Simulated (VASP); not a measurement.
# SrCl (Fmmm) in VASP: single point with PBE

Aim: the single point of SrCl with PBE.

All numbers are computed with VASP 6.6.1; they aren't measurements. Logs are shortened: lines on timing, memory, paths and dates and some standing lists are left out, and cuts for length are marked.

### Step 1. The cell of the first run

Symmetry: Fmmm, No. 69, orthorhombic system. The conventional cell has a = 5.908 Å, b = 6.283 Å, c = 6.706 Å, α = 90.00°, β = 90.00°, γ = 90.00°. Within 3.9 Å of Sr (site symmetry mmm) lie 6 Cl at 2.95 to 3.35 Å. Cl (site symmetry mmm) has 6 Sr at 2.95 to 3.35 Å within 3.9 Å.

### Step 2. Single point, PBE

Contents of INCAR:

```
SYSTEM = SrCl
  PREC = Accurate
  ENCUT = 520
  EDIFF = 1E-6
  ISMEAR = 0
  SIGMA = 0.1
  LREAL = .FALSE.
  LASPH = .TRUE.
  NELM = 80
  ALGO = Normal
  ISIF = 2
  LWAVE = .FALSE.
  LCHARG = .FALSE.
  GGA = PE
  NBANDS = 16
```

Contents of KPOINTS:

```
regular mesh
0
G
  6 6 6
  0 0 0
```

Contents of POSCAR:

```
SrCl
1.0
    0.0000000000      3.1416997100      3.3531038800
    2.9537851400      0.0000000000      3.3531038800
    2.9537851400      3.1416997100      0.0000000000
Sr Cl
1 1
Direct
    0.0000000000      0.0000000000      0.0000000000
    0.5000000000      0.5000000000      0.5000000000
```

Potentials or basis: VASP PAW PBE potentials, release 64 (Sr_sv, Cl).

Started as:

```console
$ cat potpaw_PBE.64/Sr_sv/POTCAR potpaw_PBE.64/Cl/POTCAR > POTCAR
$ mpirun -np 1 vasp_std > vasp.out
```

OUTCAR:

```text
SYSTEM = SrCl
   PREC = Accurate
   ENCUT = 520
   EDIFF = 1E-6
   ISMEAR = 0
   LREAL = .FALSE.
   LASPH = .TRUE.
   NELM = 80
   ISIF = 2
   GGA = PE

 ion  position               nearest neighbor table
   1  0.000  0.000  0.000-   2 2.95   2 2.95   2 3.14   2 3.14   2 3.35   2 3.35
   2  0.500  0.500  0.500-   1 2.95   1 2.95   1 3.14   1 3.14   1 3.35   1 3.35

  LATTYP: Found a face centered orthorhombic cell.
 ALAT       =     5.9075702800
 B/A-ratio  =     1.0636182258
 C/A-ratio  =     1.1351888242

  Lattice vectors:

 A1 = (   0.0000000000,   3.1416997100,   3.3531038800)
 A2 = (   2.9537851400,   0.0000000000,   3.3531038800)
 A3 = (   2.9537851400,   3.1416997100,   0.0000000000)

Analysis of symmetry for initial positions (statically):
=====================================================================
 Subroutine PRICEL returns:
 Original cell was already a primitive cell.

 Routine SETGRP: Setting up the symmetry group for a
 face centered orthorhombic supercell.

 Subroutine GETGRP returns: Found  8 space group operations
 (whereof  8 operations were pure point group operations)
 out of a pool of  8 trial point group operations.

The static configuration has the point symmetry D_2h.

Analysis of symmetry for dynamics (positions and initial velocities):
=====================================================================
 Subroutine PRICEL returns:
 Original cell was already a primitive cell.

 Routine SETGRP: Setting up the symmetry group for a
 face centered orthorhombic supercell.

 Subroutine GETGRP returns: Found  8 space group operations
 (whereof  8 operations were pure point group operations)
 out of a pool of  8 trial point group operations.

The dynamic configuration has the point symmetry D_2h.

 Subroutine INISYM returns: Found  8 space group operations
 (whereof  8 operations are pure point group operations),
 and found     1 'primitive' translations

----------------------------------------------------------------------------------------

                                     Primitive cell

  volume of cell :      62.2330

  direct lattice vectors                    reciprocal lattice vectors
     0.000000000  3.141699710  3.353103880    -0.169274330  0.159149520  0.149115571
     2.953785140  0.000000000  3.353103880     0.169274330 -0.159149520  0.149115571
     2.953785140  3.141699710  0.000000000     0.169274330  0.159149520 -0.149115571

  length of vectors
     4.594951871  4.468573853  4.312206363     0.276075754  0.276075754  0.276075754

  position of ions in fractional coordinates (direct lattice)
     0.000000000  0.000000000  0.000000000
     0.500000000  0.500000000  0.500000000

  ion indices of the primitive-cell ions
   primitive index   ion index
                 1           1
                 2           2

----------------------------------------------------------------------------------------

 KPOINTS: regular mesh

Automatic generation of k-mesh.
 Grid dimensions read from file:
 generate k-points for:    6    6    6

 Generating k-lattice:

  Cartesian coordinates                     Fractional coordinates (reciprocal lattice)
    -0.028212388  0.026524920  0.024852595     0.166666667  0.000000000  0.000000000
     0.028212388 -0.026524920  0.024852595     0.000000000  0.166666667  0.000000000
     0.028212388  0.026524920 -0.024852595    -0.000000000 -0.000000000  0.166666667

  Length of vectors
     0.046012626  0.046012626  0.046012626

  Shift w.r.t. Gamma in fractional coordinates (k-lattice)
     0.000000000  0.000000000  0.000000000

 Subroutine IBZKPT returns following result:
 ===========================================

 Found     46 irreducible k-points:

 Following reciprocal coordinates:
            Coordinates               Weight
  0.000000  0.000000  0.000000      1.000000
  0.166667  0.000000  0.000000      8.000000
  0.333333 -0.000000  0.000000      8.000000
  0.500000 -0.000000 -0.000000      4.000000
  0.166667  0.166667  0.000000      2.000000
  0.333333  0.166667 -0.000000      8.000000
[... 16 lines left out ...]
 -0.166667  0.166667  0.166667      8.000000
  0.500000  0.333333  0.166667      4.000000
 [... further k-points ...]
   k-points           NKPTS =     46   k-points in BZ     NKDIM =     46   number of bands    NBANDS=     16
   number of dos      NEDOS =    301   number of ions     NIONS =      2
   total plane-waves  NPLWV =  41472
   dimension x,y,z NGX =    36 NGY =   36 NGZ =   32
   dimension x,y,z NGXF=    72 NGYF=   72 NGZF=   64
   ions per type =               1   1
   NGX,Y,Z   is equivalent  to a cutoff of  13.02, 13.39, 12.34 a.u.
   NGXF,Y,Z  is equivalent  to a cutoff of  26.05, 26.79, 24.67 a.u.
 SYSTEM =  SrCl
   PREC   = accura    normal or accurate (medium, high low for compatibility)
   ISTART =      0    job   : 0-new  1-cont  2-samecut
   ICHARG =      2    charge: 1-file 2-atom 10-const
   ISPIN  =      1    spin polarized calculation?
   LNONCOLLINEAR =      F non collinear calculations
   LSORBIT =      F    spin-orbit coupling
   LASPH  =      T    aspherical Exc in radial PAW
   ENCUT  =  520.0 eV  38.22 Ry    6.18 a.u.   8.54  8.31  8.02*2*pi/ulx,y,z
   NELM   =     80;   NELMIN=  2; NELMDL= -5     # of ELM steps
   EDIFF  = 0.1E-05   stopping-criterion for ELM
   LREAL  =      F    real-space projection
   EDIFFG = 0.1E-04   stopping-criterion for IOM
   NSW    =      0    number of steps for IOM
   IBRION =     -1    ionic relax: 0-MD 1-quasi-New 2-CG
   NFREE  =      0    steps in history (QN), initial steepest desc. (CG)
   ISIF   =      2    stress and relaxation
   ISYM   =      2    0-nonsym 1-usesym 2-fastsym
   POTIM  = 0.5000    time-step for ionic-motion
   TEBEG  =    0.0;   TEEND  =   0.0 temperature during run
   PSTRESS=    0.0 pullay stress
   NELECT =      17.0000    total number of electrons
   NUPDOWN=      -1.0000    fix difference up-down
   EMIN   =  10.00;   EMAX   =-10.00  energy-range for DOS
   EFERMI =   0.00;   METHOD = LEGACY
   ISMEAR =     0;   SIGMA  =   0.10  broadening in eV -4-tet -1-fermi 0-gaus
   EFERMI_NEDOS =   21; number of points for ismear=-14 and -15
   IALGO  =     38    algorithm
   IMIX   =      4    mixing-type and parameters
     AMIX     =   0.40;   BMIX     =  1.00
     AMIX_MAG =   1.60;   BMIX_MAG =  1.00
  volume/ion in A,a.u.               =      31.12       209.98
  Fermi-wavevector in a.u.,A,eV,Ry     =   1.062228  2.007319 15.351829  1.128328
  Thomas-Fermi vector in A             =   2.197671
   LORBIT       =      0    0 simple, 1 ext, 2 COOP (PROOUT), +10 PAW based schemes
   GGA     = PE    functional components
   LHFCALC =     F    Hartree Fock is set to
   AEXX    =    0.0000 exact exchange contribution
   IVDW    =     0    specifies the selected vdW correction
   LEPSILON=     F    determine dielectric tensor
   LRPA    =     F    only Hartree local field effects (RPA)
 non-spin polarized calculation
 Gauss-broadening in eV      SIGMA  =   0.10
  energy-cutoff  :      520.00
  volume of cell :       62.23
 maximum number of plane-waves:      1696
 NGX is ok and might be reduce to    36
   NGX = 17   NGY = 17   NGZ = 17

 number of electron      17.0000001 magnetization

 Free energy of the ion-electron system (eV)
  ---------------------------------------------------
  ext. energy  EPLUGINS =         0.00000000
  ---------------------------------------------------
  free energy    TOTEN  =        -6.48600373 eV

  energy without entropy =       -6.47762759  energy(sigma->0) =       -6.48181566

 E-fermi :   4.7796     XC(G=0):  -8.4981

 val. band max:        4.7415025984   @ k =   0.5000   0.1667   0.3333
 cond. band min:       4.7978161024   @ k =   0.5000   0.3333   0.1667
 fundamental gap:      0.0563135040
 Fermi energy:         4.7796451846

 k-point     1 :       0.0000    0.0000    0.0000
  band No.  band energies     occupation
      1     -32.5683      2.00000
      2     -14.5498      2.00000
      3     -14.5353      2.00000
      4     -14.5273      2.00000
      5     -13.5284      2.00000
      6      -1.3927      2.00000
[... 8 lines left out ...]
     15      10.4206      0.00000
     16      14.3922      0.00000

 k-point     2 :       0.1667    0.0000    0.0000
  band No.  band energies     occupation
      1     -32.5658      2.00000
      2     -14.7102      2.00000
      3     -14.5434      2.00000
      4     -14.5346      2.00000
      5     -13.3355      2.00000
      6      -1.7844      2.00000
[... 8 lines left out ...]
     15      11.3388      0.00000
     16      12.8082      0.00000

 k-point     3 :       0.3333   -0.0000    0.0000
  band No.  band energies     occupation
      1     -32.5608      2.00000
      2     -14.9510      2.00000
      3     -14.5569      2.00000
      4     -14.5365      2.00000
      5     -13.0433      2.00000
      6      -2.4168      2.00000
[... 8 lines left out ...]
     15      10.2973      0.00000
     16      11.4132      0.00000

 k-point     4 :       0.5000   -0.0000   -0.0000
  band No.  band energies     occupation
      1     -32.5582      2.00000
      2     -15.0480      2.00000
      3     -14.5641      2.00000
      4     -14.5368      2.00000
      5     -12.9199      2.00000
      6      -2.6833      2.00000
[... 8 lines left out ...]
     15       9.3989      0.00000
     16      10.2410      0.00000

 k-point     5 :       0.1667    0.1667    0.0000
  band No.  band energies     occupation
      1     -32.5659      2.00000
      2     -14.6126      2.00000
      3     -14.5625      2.00000
      4     -14.5357      2.00000
      5     -13.4463      2.00000
      6      -1.7893      2.00000
[... 8 lines left out ...]
     15      11.4798      0.00000
     16      12.2663      0.00000

 k-point     6 :       0.3333    0.1667   -0.0000
  band No.  band energies     occupation
      1     -32.5622      2.00000
      2     -14.7733      2.00000
      3     -14.5711      2.00000
      4     -14.5484      2.00000
      5     -13.2639      2.00000
      6      -2.1157      2.00000
[... 8 lines left out ...]
     15      10.0576      0.00000
     16      11.8760      0.00000

 k-point     7 :       0.5000    0.1667   -0.0000
  band No.  band energies     occupation
      1     -32.5584      2.00000
      2     -14.9575      2.00000
      3     -14.5884      2.00000
      4     -14.5464      2.00000
      5     -13.0292      2.00000
      6      -2.4583      2.00000
[... 8 lines left out ...]
     15       9.0017      0.00000
     16      10.6995      0.00000

 k-point     8 :      -0.3333    0.1667    0.0000
  band No.  band energies     occupation
      1     -32.5582      2.00000
      2     -15.0144      2.00000
      3     -14.5843      2.00000
      4     -14.5373      2.00000
      5     -12.9502      2.00000
      6      -2.5698      2.00000
[... 8 lines left out ...]
     15      10.1502      0.00000
     16      10.4601      0.00000

 k-point     9 :      -0.1667    0.1667    0.0000
  band No.  band energies     occupation
      1     -32.5620      2.00000
      2     -14.9111      2.00000
      3     -14.5606      2.00000
      4     -14.5318      2.00000
      5     -13.0846      2.00000
      6      -2.2821      2.00000
[... 8 lines left out ...]
     15      11.4173      0.00000
     16      11.5312      0.00000
[... 172 lines left out ...]
 k-point    19 :       0.0000    0.1667    0.1667
  band No.  band energies     occupation
      1     -32.5642      2.00000
      2     -14.8043      2.00000
      3     -14.5516      2.00000
      4     -14.5496      2.00000
      5     -13.1952      2.00000
      6      -2.0770      2.00000
[... 8 lines left out ...]
     15      11.8670      0.00000
     16      12.4738      0.00000

 k-point    20 :       0.3333    0.1667    0.1667
  band No.  band energies     occupation
      1     -32.5629      2.00000
      2     -14.7273      2.00000
      3     -14.5858      2.00000
      4     -14.5456      2.00000
      5     -13.2949      2.00000
      6      -2.0601      2.00000
[... 8 lines left out ...]
     15      10.6027      0.00000
     16      12.2554      0.00000

 k-point    21 :       0.5000    0.1667    0.1667
  band No.  band energies     occupation
      1     -32.5584      2.00000
      2     -14.8771      2.00000
      3     -14.5858      2.00000
      4     -14.5604      2.00000
      5     -13.1387      2.00000
      6      -2.3560      2.00000
[... 8 lines left out ...]
     15       9.2105      0.00000
     16      10.8479      0.00000

 k-point    22 :      -0.3333    0.1667    0.1667
  band No.  band energies     occupation
      1     -32.5568      2.00000
      2     -14.9715      2.00000
      3     -14.5740      2.00000
      4     -14.5663      2.00000
      5     -13.0272      2.00000
      6      -2.4886      2.00000
[... 8 lines left out ...]
     15       9.6038      0.00000
     16      10.0039      0.00000

 k-point    23 :      -0.1667    0.1667    0.1667
  band No.  band energies     occupation
      1     -32.5597      2.00000
      2     -14.9327      2.00000
      3     -14.5663      2.00000
      4     -14.5612      2.00000
      5     -13.0474      2.00000
      6      -2.4104      2.00000
[... 8 lines left out ...]
     15      10.8326      0.00000
     16      11.4389      0.00000

 k-point    24 :       0.5000    0.3333    0.1667
  band No.  band energies     occupation
      1     -32.5590      2.00000
      2     -14.7446      2.00000
      3     -14.6138      2.00000
      4     -14.5805      2.00000
      5     -13.2683      2.00000
      6      -2.1734      2.00000
[... 8 lines left out ...]
     15       8.6112      0.00000
     16      11.5723      0.00000

 [... further k-points ...]

------------------------ aborting loop because EDIFF is reached ----------------------------------------

  FORCE on cell =-STRESS in cart. coord.  units (eV):
  Direction    XX          YY          ZZ          XY          YZ          ZX
  --------------------------------------------------------------------------------------
  -------------------------------------------------------------------------------------
  Total        0.6246914     -0.3447364     -0.4036111      0.0000000      0.0000000      0.0000000
  in kB       16.0825721     -8.8751792    -10.3908989      0.0000000      0.0000000      0.0000000
  external PRESSURE =      -1.0611687 kB  Pullay stress =       0.0000000 kB

 VOLUME and BASIS-vectors are now :
 -----------------------------------------------------------------------------
  energy-cutoff  :      520.00
  volume of cell :       62.23
      direct lattice vectors                 reciprocal lattice vectors
     0.000000000  3.141699710  3.353103880    -0.169274330  0.159149520  0.149115571
     2.953785140  0.000000000  3.353103880     0.169274330 -0.159149520  0.149115571
     2.953785140  3.141699710  0.000000000     0.169274330  0.159149520 -0.149115571

 POSITION                                       TOTAL-FORCE (eV/Angst)
 -----------------------------------------------------------------------------------
      0.00000      0.00000      0.00000         0.000000      0.000000     -0.000000
      2.95379      3.14170      3.35310        -0.000000      0.000000      0.000000
 -----------------------------------------------------------------------------------
    total drift:                                0.000000      0.000000      0.000000

  FREE ENERGIE OF THE ION-ELECTRON SYSTEM (eV)
  ---------------------------------------------------
  free  energy   TOTEN  =        -6.4860037321 eV

  energy  without entropy=       -6.4776275872  energy(sigma->0) =       -6.48181566
```

It took 14 s on 1 thread of Intel Xeon 6975P-C (Granite Rapids), shared host; peak memory 0.21 GiB.

What came out:

- Free energy: -6.4860 eV
- Pressure: -0.1 GPa

Caveat: an odd number of electrons without spin polarisation forces a metal; a magnetic or distorted state may lie lower.
